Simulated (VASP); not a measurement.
# Ru2Cl (P4/nmm) in VASP: relaxation of cell and atoms with PBE

Aim: the relaxation of cell and atoms of Ru2Cl with PBE.

Everything below comes from runs of VASP 6.6.1. Logs are shortened: lines on timing, memory, paths and dates and some standing lists are left out, and cuts for length are marked.

**1. The cell of the first run**

The structure is tetragonal, space group P4/nmm (No. 129). The conventional cell has a = 3.976 Å, b = 3.976 Å, c = 6.066 Å, α = 90.00°, β = 90.00°, γ = 90.00°. Ru (site symmetry -4m2) has 8 Ru at 2.58 to 2.81 Å and 4 Cl at 2.70 Å within 3.4 Å. Ru (site symmetry 4mm) has 4 Ru at 2.58 Å and 6 Cl at 2.61 to 3.46 Å within 3.5 Å. Within 3.5 Å of Cl (site symmetry 4mm) lie 10 Ru at 2.61 to 3.46 Å.

**2. Relaxation of cell and atoms, PBE, collinear spin, ferromagnetic start**

INCAR

```
PREC     = Accurate       # precision mode
ENCUT    = 600            # plane-wave cutoff, eV
EDIFF    = 1E-7           # SCF threshold, eV
ISMEAR   = 0              # smearing method
SIGMA    = 0.1            # smearing width, eV
LREAL    = False          # projectors in reciprocal space
LASPH    = True           # aspherical terms in the spheres
NELM     = 150            # most SCF steps
ALGO     = Normal         # electronic algorithm
ISIF     = 3              # what is computed and relaxed
LWAVE    = False          # write WAVECAR
LCHARG   = False          # write CHGCAR
ISPIN    = 2              # spin polarisation
MAGMOM   = 0.34 0.34 0.31 0.31 0 0 # initial moments
LORBIT   = 11             # projections on sites
LMAXMIX  = 4              # l up to which the mixer works
GGA      = PE             # functional
IBRION   = 2              # ionic algorithm
NSW      = 90             # ionic steps
EDIFFG   = -0.04          # ionic threshold
```

KPOINTS

```
regular mesh
0
Gamma
  4 4 4
```

POSCAR

```
Ru2Cl
1.0
    3.9759283054      0.0000000000      0.0000000000
    0.0000000000      3.9759283054      0.0000000000
    0.0000000000      0.0000000000      6.0664777826
Ru Cl
4 2
Direct
    0.0000000000      0.0000000000      0.0000000000
    0.5000000000      0.5000000000      0.0000000000
    0.0000000000      0.5000000000      0.2700000000
    0.5000000000      0.0000000000      0.7300000000
    0.0000000000      0.5000000000      0.7000000000
    0.5000000000      0.0000000000      0.3000000000
```

Potentials or basis: VASP PAW PBE potentials, release 64 (Ru_pv, Cl).

Command:

```bash
$ cat potpaw_PBE.64/Ru_pv/POTCAR potpaw_PBE.64/Cl/POTCAR > POTCAR
$ mpirun -np 1 vasp_std > vasp.out
```

OUTCAR:

```text
PREC = Accurate
   ENCUT = 600
   EDIFF = 1E-7
   ISMEAR = 0
   LREAL = False
   LASPH = True
   NELM = 150
   ISIF = 3
   ISPIN = 2
   LORBIT = 11
   GGA = PE
   IBRION = 2
   NSW = 90
   EDIFFG = -0.04

 ion  position               nearest neighbor table
   1  0.000  0.000  0.000-   3 2.58   4 2.58   3 2.58   4 2.58   5 2.70   5 2.70   6 2.70   6 2.70
                             2 2.81   2 2.81   2 2.81   2 2.81
   2  0.500  0.500  0.000-   3 2.58   4 2.58   4 2.58   3 2.58   5 2.70   6 2.70   6 2.70   5 2.70
                             1 2.81   1 2.81   1 2.81   1 2.81
   3  0.000  0.500  0.270-   1 2.58   2 2.58   1 2.58   2 2.58   5 2.61   6 2.82   6 2.82   6 2.82
                             6 2.82
   4  0.500  0.000  0.730-   1 2.58   2 2.58   2 2.58   1 2.58   6 2.61   5 2.82   5 2.82   5 2.82
                             5 2.82
   5  0.000  0.500  0.700-   3 2.61   2 2.70   1 2.70   1 2.70   2 2.70   4 2.82   4 2.82   4 2.82
                             4 2.82
   6  0.500  0.000  0.300-   4 2.61   2 2.70   1 2.70   2 2.70   1 2.70   3 2.82   3 2.82   3 2.82
                             3 2.82

  LATTYP: Found a simple tetragonal cell.
 ALAT       =     3.9759283054
 C/A-ratio  =     1.5258016032

  Lattice vectors:

 A1 = (   3.9759283054,   0.0000000000,   0.0000000000)
 A2 = (   0.0000000000,   3.9759283054,   0.0000000000)
 A3 = (   0.0000000000,   0.0000000000,   6.0664777826)

Analysis of symmetry for initial positions (statically):
=====================================================================
 Subroutine PRICEL returns:
 Original cell was already a primitive cell.

 Routine SETGRP: Setting up the symmetry group for a
 simple tetragonal supercell.

 Subroutine GETGRP returns: Found 16 space group operations
 (whereof  8 operations were pure point group operations)
 out of a pool of 16 trial point group operations.

The static configuration has the point symmetry D_2d.
 The point group associated with its full space group is D_4h.

Analysis of symmetry for dynamics (positions and initial velocities):
=====================================================================
 Subroutine PRICEL returns:
 Original cell was already a primitive cell.

 Routine SETGRP: Setting up the symmetry group for a
 simple tetragonal supercell.

 Subroutine GETGRP returns: Found 16 space group operations
 (whereof  8 operations were pure point group operations)
 out of a pool of 16 trial point group operations.

The dynamic configuration has the point symmetry D_2d.
 The point group associated with its full space group is D_4h.

Analysis of structural, dynamic, and magnetic symmetry:
=====================================================================
 Subroutine PRICEL returns:
 Original cell was already a primitive cell.

 Routine SETGRP: Setting up the symmetry group for a
 simple tetragonal supercell.

 Subroutine GETGRP returns: Found 16 space group operations
 (whereof  8 operations were pure point group operations)
 out of a pool of 16 trial point group operations.

The overall configuration has the point symmetry D_2d.
 The point group associated with its full space group is D_4h.

 Subroutine INISYM returns: Found 16 space group operations
 (whereof  8 operations are pure point group operations),
 and found     1 'primitive' translations

----------------------------------------------------------------------------------------

                                     Primitive cell

  volume of cell :      95.8989

  direct lattice vectors                    reciprocal lattice vectors
     3.975928305  0.000000000  0.000000000     0.251513590  0.000000000  0.000000000
     0.000000000  3.975928305  0.000000000     0.000000000  0.251513590  0.000000000
     0.000000000  0.000000000  6.066477783     0.000000000  0.000000000  0.164840297

  length of vectors
     3.975928305  3.975928305  6.066477783     0.251513590  0.251513590  0.164840297

  position of ions in fractional coordinates (direct lattice)
     0.000000000  0.000000000  0.000000000
     0.500000000  0.500000000  0.000000000
     0.000000000  0.500000000  0.270000000
     0.500000000  0.000000000  0.730000000
     0.000000000  0.500000000  0.700000000
     0.500000000  0.000000000  0.300000000

  ion indices of the primitive-cell ions
[... 55 lines left out ...]
   number of dos      NEDOS =    301   number of ions     NIONS =      6
   total plane-waves  NPLWV =  49152
   dimension x,y,z NGX =    32 NGY =   32 NGZ =   48
   dimension x,y,z NGXF=    64 NGYF=   64 NGZF=   96
   ions per type =               4   2
   NGX,Y,Z   is equivalent  to a cutoff of  13.38, 13.38, 13.15 a.u.
   NGXF,Y,Z  is equivalent  to a cutoff of  26.76, 26.76, 26.31 a.u.
 SYSTEM =  unknown system
   PREC   = accura    normal or accurate (medium, high low for compatibility)
   ISTART =      0    job   : 0-new  1-cont  2-samecut
   ICHARG =      2    charge: 1-file 2-atom 10-const
   ISPIN  =      2    spin polarized calculation?
   LNONCOLLINEAR =      F non collinear calculations
   LSORBIT =      F    spin-orbit coupling
   LASPH  =      T    aspherical Exc in radial PAW
   ENCUT  =  600.0 eV  44.10 Ry    6.64 a.u.   7.94  7.94 12.12*2*pi/ulx,y,z
   NELM   =    150;   NELMIN=  2; NELMDL= -5     # of ELM steps
   EDIFF  = 0.1E-06   stopping-criterion for ELM
   LREAL  =      F    real-space projection
   EDIFFG = -.4E-01   stopping-criterion for IOM
   NSW    =     90    number of steps for IOM
   IBRION =      2    ionic relax: 0-MD 1-quasi-New 2-CG
   NFREE  =      1    steps in history (QN), initial steepest desc. (CG)
   ISIF   =      3    stress and relaxation
   ISYM   =      2    0-nonsym 1-usesym 2-fastsym
   POTIM  = 0.5000    time-step for ionic-motion
   TEBEG  =    0.0;   TEEND  =   0.0 temperature during run
   PSTRESS=    0.0 pullay stress
   NELECT =      70.0000    total number of electrons
   NUPDOWN=      -1.0000    fix difference up-down
   EMIN   =  10.00;   EMAX   =-10.00  energy-range for DOS
   EFERMI =   0.00;   METHOD = LEGACY
   ISMEAR =     0;   SIGMA  =   0.10  broadening in eV -4-tet -1-fermi 0-gaus
   EFERMI_NEDOS =   21; number of points for ismear=-14 and -15
   IALGO  =     38    algorithm
   IMIX   =      4    mixing-type and parameters
     AMIX     =   0.40;   BMIX     =  1.00
     AMIX_MAG =   1.60;   BMIX_MAG =  1.00
  volume/ion in A,a.u.               =      15.98       107.86
  Fermi-wavevector in a.u.,A,eV,Ry     =   1.474019  2.785491 29.561795  2.172731
  Thomas-Fermi vector in A             =   2.588841
   LORBIT       =     11    0 simple, 1 ext, 2 COOP (PROOUT), +10 PAW based schemes
   GGA     = PE    functional components
   LHFCALC =     F    Hartree Fock is set to
   AEXX    =    0.0000 exact exchange contribution
   IVDW    =     0    specifies the selected vdW correction
   LEPSILON=     F    determine dielectric tensor
   LRPA    =     F    only Hartree local field effects (RPA)
 conjugate gradient relaxation of ions
 spin polarized calculation
 Gauss-broadening in eV      SIGMA  =   0.10
  energy-cutoff  :      600.00
  volume of cell :       95.90
 maximum number of plane-waves:      3220
 NGX is ok and might be reduce to    32
   NGX = 15   NGY = 15   NGZ = 25

--------------------------------------- Ionic step        1  -------------------------------------------

 number of electron      69.9999981 magnetization       1.4221575

 Free energy of the ion-electron system (eV)
  ---------------------------------------------------
  ext. energy  EPLUGINS =         0.00000000
  ---------------------------------------------------
  free energy    TOTEN  =       -34.67807193 eV

  energy without entropy =      -34.62662387  energy(sigma->0) =      -34.65234790

------------------------ aborting loop because EDIFF is reached ----------------------------------------

  FORCE on cell =-STRESS in cart. coord.  units (eV):
  Direction    XX          YY          ZZ          XY          YZ          ZX
  --------------------------------------------------------------------------------------
  -------------------------------------------------------------------------------------
  Total        3.1967348      3.1967348      1.8326566      0.0000000     -0.0000000      0.0000000
  in kB       53.4076522     53.4076522     30.6180813      0.0000000     -0.0000000      0.0000000
  external PRESSURE =      45.8111285 kB  Pullay stress =       0.0000000 kB
[... 101 lines left out ...]
  FREE ENERGIE OF THE ION-ELECTRON SYSTEM (eV)
  ---------------------------------------------------
  free  energy   TOTEN  =       -35.1671652679 eV

  energy  without entropy=      -35.1128055902  energy(sigma->0) =      -35.13998543

[... ionic steps 4 to 32 ...]

--------------------------------------- Ionic step       33  -------------------------------------------

 number of electron      70.0000002 magnetization       0.0000067

------------------------ aborting loop because EDIFF is reached ----------------------------------------
[... 75 lines left out ...]
--------------------------------------- Ionic step       35  -------------------------------------------

 number of electron      70.0000002 magnetization       0.0000116

 Free energy of the ion-electron system (eV)
  ---------------------------------------------------
  ext. energy  EPLUGINS =         0.00000000
  ---------------------------------------------------
  free energy    TOTEN  =       -36.69131978 eV

  energy without entropy =      -36.64857265  energy(sigma->0) =      -36.66994621

 E-fermi :   6.5599     XC(G=0): -11.0712

 val. band max:        6.5464891225   @ k =   0.2500   0.0000   0.5000
 cond. band min:       6.5909848829   @ k =   0.5000   0.2500   0.5000
 fundamental gap:      0.0444957604
 Fermi energy:         6.5599104974

 spin component 1

 k-point     1 :       0.0000    0.0000    0.0000
  band No.  band energies     occupation
      1     -37.0591      1.00000
      2     -37.0591      1.00000
      3     -36.8629      1.00000
      4     -36.8629      1.00000
      5     -36.5139      1.00000
      6     -36.4763      1.00000
[... 817 lines left out ...]
     42       8.8492      0.00000
     43       8.9777      0.00000
 Fermi energy:         6.5599104974

 spin component 2

 k-point     1 :       0.0000    0.0000    0.0000
  band No.  band energies     occupation
      1     -37.0590      1.00000
      2     -37.0590      1.00000
      3     -36.8629      1.00000
      4     -36.8629      1.00000
      5     -36.5139      1.00000
      6     -36.4763      1.00000
[... 850 lines left out ...]
  FREE ENERGIE OF THE ION-ELECTRON SYSTEM (eV)
  ---------------------------------------------------
  free  energy   TOTEN  =       -36.6913197770 eV

  energy  without entropy=      -36.6485726500  energy(sigma->0) =      -36.66994621

 reached required accuracy - stopping structural energy minimisation

 total charge

# of ion       s       p       d       tot
------------------------------------------
    1        0.399   6.189   5.999  12.587
    2        0.399   6.189   5.999  12.587
    3        0.421   6.221   6.000  12.641
    4        0.421   6.221   6.000  12.641
    5        1.621   3.453   0.000   5.074
    6        1.621   3.453   0.000   5.074
--------------------------------------------------
tot          4.881  31.727  23.998  60.605

 magnetization (x)

# of ion       s       p       d       tot
------------------------------------------
    1        0.000   0.000   0.000   0.000
    2        0.000   0.000   0.000   0.000
    3       -0.000   0.000   0.000   0.000
    4       -0.000   0.000   0.000   0.000
    5        0.000   0.000   0.000   0.000
    6        0.000   0.000   0.000   0.000
--------------------------------------------------
tot          0.000   0.000   0.000   0.000
```

It took 36 min on 1 thread of Intel Xeon 6975P-C (Granite Rapids), shared host; peak memory 0.35 GiB.

What came out:

```
Free energy                                           : -36.6913 eV
Relaxed volume                                        : 19.14 Å³/atom
Relaxed cell                                          : a = 4.392 Å, b = 4.392 Å, c = 5.954 Å, α = 90.00°, β = 90.00°, γ = 90.00°
Space group after relaxing (to 0.1 Å)                 : P4/nmm (No. 129)
Energy gained by relaxing                             : 335.5 meV/atom
Ionic steps                                           : 35
Pressure after relaxing                               : 0.0 GPa
Largest force after relaxing                          : 0.016 eV/Å
Band gap on the k mesh                                : zero (filled and empty bands overlap)
Net moment                                            : 0.00 μB per cell
Valence electrons inside the program's atomic spheres : Ru 12.59, 12.64 (each value once); Cl 5.07
```

Forces in eV/Å, atoms in the order of the input:
```
Ru   0.000  0.000  0.000
Ru   0.000  0.000  0.000
Ru   0.000  0.000  0.016
Ru   0.000  0.000 -0.016
Cl   0.000  0.000 -0.009
Cl   0.000  0.000  0.009
```

The path:
| step | energy change (eV) | largest force (eV/Å) | pressure (GPa) | volume (Å³) |
| --- | --- | --- | --- | --- |
| 1 | 0.0000 | 1.8402 | 4.58 | 95.90 |
| 2 | -0.3967 | 1.5077 | -3.53 | 102.38 |
| 3 | -0.4891 | 1.7661 | -6.90 | 106.98 |
| 4 | -0.7445 | 1.7701 | -6.71 | 106.91 |
| 5 | -1.3887 | 1.0476 | -3.00 | 106.72 |
| 6 | -1.7523 | 0.6972 | 5.80 | 106.33 |
| 7 | -1.7734 | 0.2778 | 3.48 | 106.41 |
| 8 | -1.8324 | 0.1546 | 0.11 | 110.06 |
| 9 | -1.8371 | 0.1497 | -0.96 | 111.41 |
| 10 | -1.8373 | 0.1523 | -1.15 | 111.67 |
| 11 | -1.8627 | 0.2385 | -0.72 | 112.03 |
| 12 | -1.9342 | 1.0294 | 0.87 | 113.05 |
| 13 | -1.9332 | 1.1476 | 1.21 | 113.22 |
| 14 | -1.9346 | 1.0714 | 0.98 | 113.11 |
| 15 | -1.9391 | 1.0920 | 1.09 | 113.29 |
| 16 | -1.9438 | 1.1220 | 1.37 | 113.67 |
| 17 | -1.9539 | 1.0350 | 1.23 | 113.87 |
| 18 | -1.9791 | 0.7703 | 0.85 | 114.49 |
| 19 | -2.0063 | 0.2345 | 0.14 | 115.72 |
| 20 | -2.0085 | 0.0633 | -0.10 | 116.18 |
| 21 | -2.0085 | 0.0731 | -0.08 | 116.13 |
| 22 | -2.0086 | 0.0728 | -0.04 | 116.08 |
| 23 | -2.0089 | 0.0719 | 0.06 | 115.93 |
| 24 | -2.0093 | 0.0705 | 0.28 | 115.63 |
| 25 | -2.0095 | 0.0644 | 0.23 | 115.64 |
| 26 | -2.0101 | 0.0469 | 0.10 | 115.68 |
| 27 | -2.0109 | 0.0136 | -0.17 | 115.75 |
| 28 | -2.0106 | 0.0540 | -0.70 | 115.90 |
| 29 | -2.0110 | 0.0233 | -0.38 | 115.81 |
| 30 | -2.0113 | 0.0235 | -0.37 | 115.76 |
| 31 | -2.0119 | 0.0241 | -0.35 | 115.60 |
| 32 | -2.0127 | 0.0250 | -0.31 | 115.30 |
| 33 | -2.0127 | 0.0436 | -0.21 | 114.68 |
| 34 | -2.0130 | 0.0324 | -0.26 | 114.99 |
| 35 | -2.0132 | 0.0164 | -0.04 | 114.83 |

Final structure:
```yaml
crystal:
  lattice:
    - [4.39170, 0.00000, 0.00000]
    - [0.00000, 4.39170, 0.00000]
    - [0.00000, 0.00000, 5.95388]
  atoms:
    - { symbol: Ru, position: [0.00000, 0.00000, 0.00000] }
    - { symbol: Ru, position: [0.50000, 0.50000, 0.00000] }
    - { symbol: Ru, position: [0.00000, 0.50000, 0.17997] }
    - { symbol: Ru, position: [0.50000, 0.00000, 0.82003] }
    - { symbol: Cl, position: [0.00000, 0.50000, 0.56517] }
    - { symbol: Cl, position: [0.50000, 0.00000, 0.43483] }
```

Caveat: the k points lie up to 0.36 Å⁻¹ apart in the final cell, too coarse for converged energies and pressures of a metal; the volume moved by over 15 % at a fixed basis, so the end points are rough.

The gap in the log of VASP goes by the Fermi energy; the results here count the filled bands.